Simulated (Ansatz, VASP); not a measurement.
**GaP in VASP and in Ansatz**

Contents of INCAR:

```
SYSTEM = GaP
PREC = Accurate
ENCUT = 520
EDIFF = 1E-8
ISMEAR = -1
SIGMA = 0.05
LREAL = .False.
LASPH = .True.
NELM = 100
ALGO = Normal
ISIF = 2
LWAVE = .False.
LCHARG = .False.
GGA = PE
LEFG = .True.
NBANDS = 16
```

The input KPOINTS:

```
Automatic mesh
0
Gamma
  10 10 10
  0 0 0
```

POSCAR

```
GaP
1.0
    0.0000000000      2.7611126653      2.7611126653
    2.7611126653      0.0000000000      2.7611126653
    2.7611126653      2.7611126653      0.0000000000
Ga P
1 1
Direct
    0.0000000000      0.0000000000      0.0000000000
    0.7500000000      0.7500000000      0.7500000000
```

Input for Ansatz:

```yaml
crystal:
  lattice:
    - [0.0, 2.7611126653, 2.7611126653]
    - [2.7611126653, 0.0, 2.7611126653]
    - [2.7611126653, 2.7611126653, 0.0]
  atoms:
    - { symbol: Ga, position: [0.0, 0.0, 0.0] }
    - { symbol: P, position: [0.75, 0.75, 0.75] }
kpoints:
  mp_grid: { grid: [10, 10, 10] }
scf:
  occupations: { method: fermi_dirac, width: 0.05 }
hamiltonian:
  xc: pbe
  pseudopotentials: { kind: all_electron, datasets: crystal }
output:
  forces: true
  stress: true
  eigenvalues: true
  efg: { contact_densities: true }
```

Change from the starting cell: volume scaled by 1.04, crystal datasets.

Alike in both runs: task electric field gradients; functional PBE; k mesh 10 × 10 × 10; occupations fermi-dirac, width 0.05 eV; no spin polarisation.

|  | VASP | Ansatz |
| --- | --- | --- |
| version | VASP 6.6.1 | Ansatz 0.2.0 |
| potentials or method | VASP PAW PBE potentials, release 64 (Ga_d, P), cutoff 520 eV | all-electron PAW with datasets made for the crystal, scalar-relativistic |

|  | VASP | Ansatz | Ansatz less VASP |
| --- | --- | --- | --- |
| pressure (GPa) | -0.7 | -0.7 | -0.01 |

Ansatz ran all-electron here, and VASP with PAW potentials.
